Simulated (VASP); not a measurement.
# Sn2PdSe5 (P4/mmm) in VASP: notebook

The runs below take Sn2PdSe5 through single point, relaxation of cell and atoms, with PBE.

All numbers are computed with VASP 6.6.1; they aren't measurements. Logs are shortened: lines on timing, memory, paths and dates and some standing lists are left out, and cuts for length are marked.

**1. The cell of the first run**

It takes space group P4/mmm (No. 123, tetragonal). Conventional cell: a = 7.447 Å, b = 7.447 Å, c = 5.363 Å, α = 90.00°, β = 90.00°, γ = 90.00°. Within 3.5 Å of Sn (site symmetry 4mm) lie 2 Sn at 2.65 to 2.72 Å. Pd (site symmetry 4/mmm) has 2 Se at 2.68 Å within 3.5 Å. Within 3.1 Å of Se (site symmetry m2m) lie 2 Se at 2.38 to 2.53 Å. Within 3.3 Å of Se (site symmetry 4/mmm) lie 4 Se at 2.53 Å and 2 Pd at 2.68 Å.

The cell was built from a structure type or drawn by symmetry, and may not be a known phase.

**2. Single point, PBE**

INCAR reads:

```
  ALGO = Normal
  EDIFF = 1E-6
  ENCUT = 500
  GGA = PE
  GGA_COMPAT = F
  ISIF = 2
  ISMEAR = 0
  LASPH = T
  LCHARG = T
  LELF = T
  LREAL = F
  LVHAR = T
  LWAVE = F
  NBANDS = 44
  NELM = 120
  PREC = Accurate
  SIGMA = 0.15
```

KPOINTS reads:

```
k-points
0
Gamma
  2 2 2
```

POSCAR reads:

```
Sn2PdSe5
1.0
    7.4469813467      0.0000000000      0.0000000000
    0.0000000000      7.4469813467      0.0000000000
    0.0000000000      0.0000000000      5.3630417872
Sn Pd Se
2 1 5
Direct
    0.5000000000      0.5000000000      0.7533584996
    0.5000000000      0.5000000000      0.2466415004
    0.0000000000      0.0000000000      0.5000000000
    0.3399397588      0.0000000000      0.0000000000
    0.6600602412      0.0000000000      0.0000000000
    0.0000000000      0.3399397588      0.0000000000
    0.0000000000      0.6600602412      0.0000000000
    0.0000000000      0.0000000000      0.0000000000
```

Potentials or basis: VASP PAW PBE potentials, release 64 (Sn_d, Pd, Se).

Started as:

```bash
$ cat potpaw_PBE.64/Sn_d/POTCAR potpaw_PBE.64/Pd/POTCAR potpaw_PBE.64/Se/POTCAR > POTCAR
$ mpirun -np 1 vasp_std > vasp.out
```

OUTCAR:

```text
EDIFF = 1E-6
   ENCUT = 500
   GGA = PE
   ISIF = 2
   ISMEAR = 0
   LASPH = T
   LREAL = F
   NELM = 120
   PREC = Accurate

 ion  position               nearest neighbor table
   1  0.500  0.500  0.753-   2 2.65   2 2.72
   2  0.500  0.500  0.247-   1 2.65   1 2.72
   3  0.000  0.000  0.500-   8 2.68   8 2.68
   4  0.340  0.000  0.000-   5 2.38   8 2.53
   5  0.660  0.000  0.000-   4 2.38   8 2.53
   6  0.000  0.340  0.000-   7 2.38   8 2.53
   7  0.000  0.660  0.000-   6 2.38   8 2.53
   8  0.000  0.000  0.000-   4 2.53   5 2.53   6 2.53   7 2.53   3 2.68   3 2.68

  LATTYP: Found a simple tetragonal cell.
 ALAT       =     7.4469813467
 C/A-ratio  =     0.7201631826

  Lattice vectors:

 A1 = (   7.4469813467,   0.0000000000,   0.0000000000)
 A2 = (   0.0000000000,   7.4469813467,   0.0000000000)
 A3 = (   0.0000000000,   0.0000000000,   5.3630417872)

Analysis of symmetry for initial positions (statically):
=====================================================================
 Subroutine PRICEL returns:
 Original cell was already a primitive cell.

 Routine SETGRP: Setting up the symmetry group for a
 simple tetragonal supercell.

 Subroutine GETGRP returns: Found 16 space group operations
 (whereof 16 operations were pure point group operations)
 out of a pool of 16 trial point group operations.

The static configuration has the point symmetry D_4h.

Analysis of symmetry for dynamics (positions and initial velocities):
=====================================================================
 Subroutine PRICEL returns:
 Original cell was already a primitive cell.

 Routine SETGRP: Setting up the symmetry group for a
 simple tetragonal supercell.

 Subroutine GETGRP returns: Found 16 space group operations
 (whereof 16 operations were pure point group operations)
 out of a pool of 16 trial point group operations.

The dynamic configuration has the point symmetry D_4h.

 Subroutine INISYM returns: Found 16 space group operations
 (whereof 16 operations are pure point group operations),
 and found     1 'primitive' translations

----------------------------------------------------------------------------------------

                                     Primitive cell

[... 84 lines left out ...]
   LREAL  =      F    real-space projection
   EDIFFG = 0.1E-04   stopping-criterion for IOM
   NSW    =      0    number of steps for IOM
   IBRION =     -1    ionic relax: 0-MD 1-quasi-New 2-CG
   NFREE  =      0    steps in history (QN), initial steepest desc. (CG)
   ISIF   =      2    stress and relaxation
   ISYM   =      2    0-nonsym 1-usesym 2-fastsym
   POTIM  = 0.5000    time-step for ionic-motion
   TEBEG  =    0.0;   TEEND  =   0.0 temperature during run
   PSTRESS=    0.0 pullay stress
   NELECT =      68.0000    total number of electrons
   NUPDOWN=      -1.0000    fix difference up-down
   EMIN   =  10.00;   EMAX   =-10.00  energy-range for DOS
   EFERMI =   0.00;   METHOD = LEGACY
   ISMEAR =     0;   SIGMA  =   0.15  broadening in eV -4-tet -1-fermi 0-gaus
   EFERMI_NEDOS =   21; number of points for ismear=-14 and -15
   IALGO  =     38    algorithm
   IMIX   =      4    mixing-type and parameters
     AMIX     =   0.40;   BMIX     =  1.00
     AMIX_MAG =   1.60;   BMIX_MAG =  1.00
  volume/ion in A,a.u.               =      37.18       250.89
  Fermi-wavevector in a.u.,A,eV,Ry     =   1.001046  1.891702 13.634296  1.002092
  Thomas-Fermi vector in A             =   2.133442
   LORBIT       =      0    0 simple, 1 ext, 2 COOP (PROOUT), +10 PAW based schemes
   GGA     = PE    functional components
   LHFCALC =     F    Hartree Fock is set to
   AEXX    =    0.0000 exact exchange contribution
   IVDW    =     0    specifies the selected vdW correction
   LEPSILON=     F    determine dielectric tensor
   LRPA    =     F    only Hartree local field effects (RPA)
 non-spin polarized calculation
 Gauss-broadening in eV      SIGMA  =   0.15
  energy-cutoff  :      500.00
  volume of cell :      297.42
 maximum number of plane-waves:      7604
   NGX = 27   NGY = 27   NGZ = 19

 number of electron      67.9999989 magnetization

 Free energy of the ion-electron system (eV)
  ---------------------------------------------------
  ext. energy  EPLUGINS =         0.00000000
  ---------------------------------------------------
  free energy    TOTEN  =       -25.39359734 eV

  energy without entropy =      -25.25802819  energy(sigma->0) =      -25.32581277

 E-fermi :   1.7448     XC(G=0):  -7.7102

 val. band max:        1.7438156308   @ k =   0.5000   0.5000   0.0000
 cond. band min:       1.8506636811   @ k =   0.5000   0.5000   0.5000
 fundamental gap:      0.1068480504
 Fermi energy:         1.7447760847

 k-point     1 :       0.0000    0.0000    0.0000
  band No.  band energies     occupation
      1     -20.7318      2.00000
      2     -20.3610      2.00000
      3     -20.3610      2.00000
      4     -20.2298      2.00000
      5     -20.2288      2.00000
      6     -20.1855      2.00000
[... 271 lines left out ...]
     43       5.7117      0.00000
     44       6.3221      0.00000

------------------------ aborting loop because EDIFF is reached ----------------------------------------

  FORCE on cell =-STRESS in cart. coord.  units (eV):
  Direction    XX          YY          ZZ          XY          YZ          ZX
  --------------------------------------------------------------------------------------
  -------------------------------------------------------------------------------------
  Total        0.2874313      0.2874313     -0.1818284      0.0000000      0.0000000      0.0000000
  in kB        1.5483635      1.5483635     -0.9794912      0.0000000      0.0000000      0.0000000
  external PRESSURE =       0.7057452 kB  Pullay stress =       0.0000000 kB

 VOLUME and BASIS-vectors are now :
 -----------------------------------------------------------------------------
  energy-cutoff  :      500.00
  volume of cell :      297.42
      direct lattice vectors                 reciprocal lattice vectors
     7.446981347  0.000000000  0.000000000     0.134282598  0.000000000  0.000000000
     0.000000000  7.446981347  0.000000000     0.000000000  0.134282598  0.000000000
     0.000000000  0.000000000  5.363041787     0.000000000  0.000000000  0.186461348

 POSITION                                       TOTAL-FORCE (eV/Angst)
 -----------------------------------------------------------------------------------
      3.72349      3.72349      4.04029         0.000000      0.000000      0.018700
      3.72349      3.72349      1.32275        -0.000000      0.000000     -0.018700
      0.00000      0.00000      2.68152         0.000000      0.000000      0.000000
      2.53153      0.00000      0.00000        -0.008734     -0.000000      0.000000
      4.91546      0.00000      0.00000         0.008734      0.000000     -0.000000
      0.00000      2.53153      0.00000         0.000000     -0.008734      0.000000
      0.00000      4.91546      0.00000        -0.000000      0.008734     -0.000000
      0.00000      0.00000      0.00000         0.000000      0.000000      0.000000
 -----------------------------------------------------------------------------------
    total drift:                                0.000000      0.000000      0.000000

  FREE ENERGIE OF THE ION-ELECTRON SYSTEM (eV)
  ---------------------------------------------------
  free  energy   TOTEN  =       -25.3935973420 eV

  energy  without entropy=      -25.2580281912  energy(sigma->0) =      -25.32581277
```

stdout:

```text
POSCAR found type information on POSCAR SnPdSe
 POSCAR found :  3 types and       8 ions
 scaLAPACK will be used
 LDA part: xc-table for (Slater+PW92), standard interpolation
 POSCAR, INCAR and KPOINTS ok, starting setup
 FFT: planning ... GRIDC
 FFT: planning ... GRID_SOFT
 FFT: planning ... GRID
 WAVECAR not read
 entering main loop
```

It took 65 s on 1 thread of AMD EPYC 9R45 (Zen 5), shared host; peak memory 0.33 GiB.

Results:

| Quantity | Value |
| --- | --- |
| Free energy | -25.3936 eV |
| Pressure | 0.1 GPa |
| Largest force | 0.019 eV/Å |
| Band gap on the k mesh | zero (bands 34 and 35 overlap by 0.66 eV) |

Forces on the atoms (eV/Å):
```
Sn   0.000  0.000  0.019
Sn   0.000  0.000 -0.019
Pd   0.000  0.000  0.000
Se  -0.009  0.000  0.000
Se   0.009  0.000  0.000
Se   0.000 -0.009  0.000
Se   0.000  0.009  0.000
Se   0.000  0.000  0.000
```

Caveat: the k points lie up to 0.59 Å⁻¹ apart, too coarse for converged energies and pressures of a metal; spin-orbit coupling is left out, which moves the levels of the heavy elements.

**3. Relaxation of cell and atoms, PBE**

This run uses another cell than the first one, of 26.58 Å³/atom.

INCAR reads:

```
SYSTEM = Sn2PdSe5
PREC = Accurate
ENCUT = 500
EDIFF = 1E-7
ISMEAR = 0
SIGMA = 0.15
LREAL = .FALSE.
LASPH = .TRUE.
NELM = 120
ALGO = Normal
ISIF = 3
LWAVE = .FALSE.
LCHARG = .FALSE.
GGA = PE
IBRION = 2
NSW = 36
EDIFFG = -0.08
GGA_COMPAT = .FALSE.
NELMIN = 4
```

KPOINTS reads:

```
Automatic mesh
0
G
  3 3 1
  0 0 0
```

POSCAR reads:

```
Sn2PdSe5
1.0
    4.4791887000      0.0000000000      0.0000000000
    0.0000000000      4.4791887000      0.0000000000
    0.0000000000      0.0000000000     10.6003021300
Sn Pd Se
2 1 5
Direct
    0.5000000000      0.5000000000      0.2557240800
    0.5000000000      0.5000000000      0.7442759200
    0.5000000000      0.5000000000      0.0000000000
    0.0000000000      0.5000000000      0.0000000000
    0.5000000000      0.0000000000      0.0000000000
    0.0000000000      0.5000000000      0.5000000000
    0.5000000000      0.0000000000      0.5000000000
    0.5000000000      0.5000000000      0.5000000000
```

Potentials or basis: VASP PAW PBE potentials, release 64 (Sn_d, Pd, Se).

Started as:

```bash
$ cat potpaw_PBE.64/Sn_d/POTCAR potpaw_PBE.64/Pd/POTCAR potpaw_PBE.64/Se/POTCAR > POTCAR
$ mpirun -np 1 vasp_std > vasp.out
```

Wall time 3.9 min (1 thread of AMD EPYC 9R45 (Zen 5), shared host); peak memory 0.29 GiB.

It converged, with:

```yaml
Free_energy: -27.6508 eV
Relaxed_volume: 35.34 Å³/atom
Relaxed_cell: a = 5.121 Å, b = 5.121 Å, c = 10.781 Å, α = 90.00°, β = 90.00°, γ = 90.00°
Space_group_after_relaxing_to_0.1_Å: P4/mmm (No. 123)
Energy_gained_by_relaxing: 616.8 meV/atom
Ionic_steps: 9
Pressure_after_relaxing: 0.0 GPa
Largest_force_after_relaxing: 0.032 eV/Å
Band_gap_on_the_k_mesh: zero (bands 34 and 35 overlap by 0.15 eV)
```

Forces in eV/Å, atoms in the order of the input:
```
Sn   0.000  0.000  0.032
Sn   0.000  0.000 -0.032
Pd   0.000  0.000  0.000
Se   0.000  0.000  0.000
Se   0.000  0.000  0.000
Se   0.000  0.000  0.000
Se   0.000  0.000  0.000
Se   0.000  0.000  0.000
```

Stress tensor (GPa, compression positive):
```
-0.03  0.00  0.00
 0.00 -0.03  0.00
 0.00  0.00  0.15
```

The path:
```tsv
step	energy change (eV)	largest force (eV/Å)	pressure (GPa)	volume (Å³)
1	0.0000	1.9794	22.65	212.68
2	-3.4719	0.9918	-5.10	348.62
3	-4.6191	1.3372	-0.58	286.24
4	-4.6197	1.3269	-0.80	287.91
5	-4.8349	0.9817	-0.33	283.66
6	-4.8980	0.3596	0.37	279.81
7	-4.8993	0.4665	0.26	280.33
8	-4.9317	0.1056	0.08	282.03
9	-4.9347	0.0319	0.03	282.73
```

Final structure:
```xyz
8
Lattice="5.1212 0.0000 0.0000 0.0000 5.1212 0.0000 0.0000 0.0000 10.7806" Properties=species:S:1:pos:R:3 pbc="T T T"
Sn    2.5606    2.5606    2.5428
Sn    2.5606    2.5606    8.2378
Pd    2.5606    2.5606    0.0000
Se    0.0000    2.5606    0.0000
Se    2.5606    0.0000    0.0000
Se    0.0000    2.5606    5.3903
Se    2.5606    0.0000    5.3903
Se    2.5606    2.5606    5.3903
```

Levels at points of the mesh, in eV from the Fermi level:
```tsv
k point	band 31	band 32	band 33	band 34	band 35	band 36	band 37	band 38	band 39	band 40
(0.00, 0.00, 0.00)	-0.72	-0.72	-0.33	-0.08	-0.08	0.47	0.89	0.89	1.48	1.48
```

Caveat: the k points lie up to 0.58 Å⁻¹ apart in the final cell; the volume moved by over 15 % at a fixed basis, so the end points are rough; spin-orbit coupling is left out, which moves the levels of the heavy elements.
